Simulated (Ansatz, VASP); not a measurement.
## SiC in VASP and in Ansatz

```xyz
8
Lattice="3.0969 0.0000 0.0000 0.0000 3.0969 0.0000 0.0000 0.0000 30.2070" Properties=species:S:1:pos:R:3 pbc="T T T"
C    -0.1059    2.1005    7.8886
C     1.4432    0.5145    9.9305
C    -0.1046    2.0593   12.1053
C     1.4436    0.5102   14.2893
Si    1.4426    2.0592    8.8081
Si   -0.1054    0.5107   11.0026
Si    1.4431    2.0588   13.1975
Si   -0.1115    0.5092   15.4029
```

Alike in both runs: task single point; functional PBE; k mesh 11 × 11 × 1; occupations gaussian, width 0.1 eV; no spin polarisation.

```csv
,VASP,Ansatz
version,VASP 6.6.1,Ansatz 0.2.0
potentials or method,"VASP PAW PBE potentials, release 64 (C, Si), cutoff 520 eV","scalar-relativistic, plane waves, PAW"
valence electrons in the cell,32,32
```

Ansatz gave:

| Property | Result |
| --- | --- |
| gap on the k mesh at the Fermi level (eV) | none |
| rms of the force components (eV/Å) | 0.041 |

Estimate VASP's values.

gap on the k mesh at the Fermi level (eV): none; rms of the force components (eV/Å): 0.039.

A gap of «none» marks a metal or a gap that the smearing closes. Ansatz's warnings: xc potential rough in thin density.
